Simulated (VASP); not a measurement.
# Pb (P6_3/mmc) in VASP: a series of runs

Runs on Pb. Level: PBE. Tasks: single point.

Program: VASP 6.6.1. These are calculated values, not measurements. Logs are shortened: lines on timing, memory, paths and dates and some standing lists are left out, and cuts for length are marked.

**1. The cell of the first run**

It takes space group P6_3/mmc (No. 194, hexagonal). The conventional cell has a = 3.480 Å, b = 3.480 Å, c = 5.590 Å, α = 90.00°, β = 90.00°, γ = 120.00°. Pb (site symmetry -6m2) has 12 Pb at 3.44 to 3.48 Å within 4.5 Å.

**2. Single point, PBE**

The input, INCAR:

```
SYSTEM = Pb
ALGO = Normal
EDIFF = 1E-6
ENCUT = 520
GGA = PE
ISIF = 2
ISMEAR = -1
LASPH = .True.
LCHARG = .True.
LELF = .True.
LREAL = .False.
LVHAR = .True.
LWAVE = .False.
NBANDS = 21
NELM = 80
PREC = Accurate
SIGMA = 0.05
```

The input, KPOINTS:

```
k-points
0
Gamma
  12 12 7
  0 0 0
```

The input, POSCAR:

```
Pb
1.0
    3.4800006906      0.0000000000      0.0000000000
   -1.7400003453      3.0137690032      0.0000000000
    0.0000000000      0.0000000000      5.5900000000
Pb
2
Direct
    0.3333333333      0.6666666667      0.2500000000
    0.6666666667      0.3333333333      0.7500000000
```

Potentials or basis: VASP PAW PBE potentials, release 64 (Pb_d).

Command:

```sh
$ cat potpaw_PBE.64/Pb_d/POTCAR > POTCAR
$ mpirun -np 1 vasp_std > vasp.out
```

OUTCAR:

```text
SYSTEM = Pb
   EDIFF = 1E-6
   ENCUT = 520
   GGA = PE
   ISIF = 2
   ISMEAR = -1
   LASPH = .True.
   LREAL = .False.
   NELM = 80
   PREC = Accurate

 ion  position               nearest neighbor table
   1  0.333  0.667  0.250-   2 3.44   2 3.44   2 3.44   2 3.44   2 3.44   2 3.44
   2  0.667  0.333  0.750-   1 3.44   1 3.44   1 3.44   1 3.44   1 3.44   1 3.44

  LATTYP: Found a hexagonal cell.
 ALAT       =     3.4800006906
 C/A-ratio  =     1.6063215203

  Lattice vectors:

 A1 = (   3.4800006906,   0.0000000000,   0.0000000000)
 A2 = (  -1.7400003453,   3.0137690032,   0.0000000000)
 A3 = (   0.0000000000,   0.0000000000,   5.5900000000)

Analysis of symmetry for initial positions (statically):
=====================================================================
 Subroutine PRICEL returns:
 Original cell was already a primitive cell.

 Routine SETGRP: Setting up the symmetry group for a
 hexagonal supercell.

 Subroutine GETGRP returns: Found 24 space group operations
 (whereof 12 operations were pure point group operations)
 out of a pool of 24 trial point group operations.

The static configuration has the point symmetry D_3d.
 The point group associated with its full space group is D_6h.

Analysis of symmetry for dynamics (positions and initial velocities):
=====================================================================
 Subroutine PRICEL returns:
 Original cell was already a primitive cell.

 Routine SETGRP: Setting up the symmetry group for a
 hexagonal supercell.

 Subroutine GETGRP returns: Found 24 space group operations
 (whereof 12 operations were pure point group operations)
 out of a pool of 24 trial point group operations.

The dynamic configuration has the point symmetry D_3d.
 The point group associated with its full space group is D_6h.

 Subroutine INISYM returns: Found 24 space group operations
 (whereof 12 operations are pure point group operations),
 and found     1 'primitive' translations

----------------------------------------------------------------------------------------

                                     Primitive cell

  volume of cell :      58.6275

  direct lattice vectors                    reciprocal lattice vectors
     3.480000691  0.000000000  0.000000000     0.287356265  0.165905217  0.000000000
    -1.740000345  3.013769003  0.000000000     0.000000000  0.331810434  0.000000000
     0.000000000  0.000000000  5.590000000     0.000000000  0.000000000  0.178890877

  length of vectors
[... 80 lines left out ...]
   ENCUT  =  520.0 eV  38.22 Ry    6.18 a.u.   6.47  6.47 10.39*2*pi/ulx,y,z
   NELM   =     80;   NELMIN=  2; NELMDL= -5     # of ELM steps
   EDIFF  = 0.1E-05   stopping-criterion for ELM
   LREAL  =      F    real-space projection
   EDIFFG = 0.1E-04   stopping-criterion for IOM
   NSW    =      0    number of steps for IOM
   IBRION =     -1    ionic relax: 0-MD 1-quasi-New 2-CG
   NFREE  =      0    steps in history (QN), initial steepest desc. (CG)
   ISIF   =      2    stress and relaxation
   ISYM   =      2    0-nonsym 1-usesym 2-fastsym
   POTIM  = 0.5000    time-step for ionic-motion
   TEBEG  =    0.0;   TEEND  =   0.0 temperature during run
   PSTRESS=    0.0 pullay stress
   NELECT =      28.0000    total number of electrons
   NUPDOWN=      -1.0000    fix difference up-down
   EMIN   =  10.00;   EMAX   =-10.00  energy-range for DOS
   EFERMI =   0.00;   METHOD = LEGACY
   ISMEAR =    -1;   SIGMA  =   0.05  broadening in eV -4-tet -1-fermi 0-gaus
   EFERMI_NEDOS =   21; number of points for ismear=-14 and -15
   IALGO  =     38    algorithm
   IMIX   =      4    mixing-type and parameters
     AMIX     =   0.40;   BMIX     =  1.00
     AMIX_MAG =   1.60;   BMIX_MAG =  1.00
  volume/ion in A,a.u.               =      29.31       197.82
  Fermi-wavevector in a.u.,A,eV,Ry     =   1.279658  2.418202 22.279864  1.637524
  Thomas-Fermi vector in A             =   2.412130
   LORBIT       =      0    0 simple, 1 ext, 2 COOP (PROOUT), +10 PAW based schemes
   GGA     = PE    functional components
   LHFCALC =     F    Hartree Fock is set to
   AEXX    =    0.0000 exact exchange contribution
   IVDW    =     0    specifies the selected vdW correction
   LEPSILON=     F    determine dielectric tensor
   LRPA    =     F    only Hartree local field effects (RPA)
 non-spin polarized calculation
  energy-cutoff  :      520.00
  volume of cell :       58.63
 maximum number of plane-waves:      1617
 NGX is ok and might be reduce to    28
   NGX = 13   NGY = 13   NGZ = 21

 number of electron      28.0000005 magnetization

 Free energy of the ion-electron system (eV)
  ---------------------------------------------------
  ext. energy  EPLUGINS =         0.00000000
  ---------------------------------------------------
  free energy    TOTEN  =        -7.02811481 eV

  energy without entropy =       -7.01670215  energy(sigma->0) =       -7.02240848

 E-fermi :   7.6494     XC(G=0): -10.3506

 val. band max:        7.6461473705   @ k =   0.3333   0.0833   0.0000
 cond. band min:       7.6632984720   @ k =   0.4167   0.0833   0.1429
 fundamental gap:      0.0171511015
 Fermi energy:         7.6493858771

 k-point     1 :       0.0000    0.0000    0.0000
  band No.  band energies     occupation
      1      -9.4794      2.00000
      2      -9.4320      2.00000
      3      -9.4105      2.00000
      4      -9.4105      2.00000
      5      -9.3856      2.00000
      6      -9.3856      2.00000
[... 565 lines left out ...]
     20      15.9161      0.00000
     21      18.0813      0.00000

 [... further k-points ...]

------------------------ aborting loop because EDIFF is reached ----------------------------------------

  FORCE on cell =-STRESS in cart. coord.  units (eV):
  Direction    XX          YY          ZZ          XY          YZ          ZX
  --------------------------------------------------------------------------------------
  -------------------------------------------------------------------------------------
  Total        1.4014331      1.4014331      1.4849197     -0.0000000      0.0000000      0.0000000
  in kB       38.2985081     38.2985081     40.5800389     -0.0000000      0.0000000      0.0000000
  external PRESSURE =      39.0590184 kB  Pullay stress =       0.0000000 kB

 VOLUME and BASIS-vectors are now :
 -----------------------------------------------------------------------------
  energy-cutoff  :      520.00
  volume of cell :       58.63
      direct lattice vectors                 reciprocal lattice vectors
     3.480000691  0.000000000  0.000000000     0.287356265  0.165905217  0.000000000
    -1.740000345  3.013769003  0.000000000     0.000000000  0.331810434  0.000000000
     0.000000000  0.000000000  5.590000000     0.000000000  0.000000000  0.178890877

 POSITION                                       TOTAL-FORCE (eV/Angst)
 -----------------------------------------------------------------------------------
     -0.00000      2.00918      1.39750        -0.000000     -0.000000      0.000000
      1.74000      1.00459      4.19250         0.000000      0.000000      0.000000
 -----------------------------------------------------------------------------------
    total drift:                               -0.000000      0.000000      0.000000

  FREE ENERGIE OF THE ION-ELECTRON SYSTEM (eV)
  ---------------------------------------------------
  free  energy   TOTEN  =        -7.0281148104 eV

  energy  without entropy=       -7.0167021454  energy(sigma->0) =       -7.02240848
```

It took 60 s on 1 thread of Intel Xeon Platinum 8259CL at 2.50GHz (Skylake/Cascade Lake), shared host; peak memory 0.21 GiB.

What came out:

```
Free energy            : -7.0281 eV
Pressure               : 3.9 GPa
Band gap on the k mesh : zero (band 14 reaches 13.32 eV, above the bottom of band 15 at 5.60 eV)
```

Caveat: spin-orbit coupling is left out, which moves the levels of the heavy elements.

(Continued in part 2 of 2.)
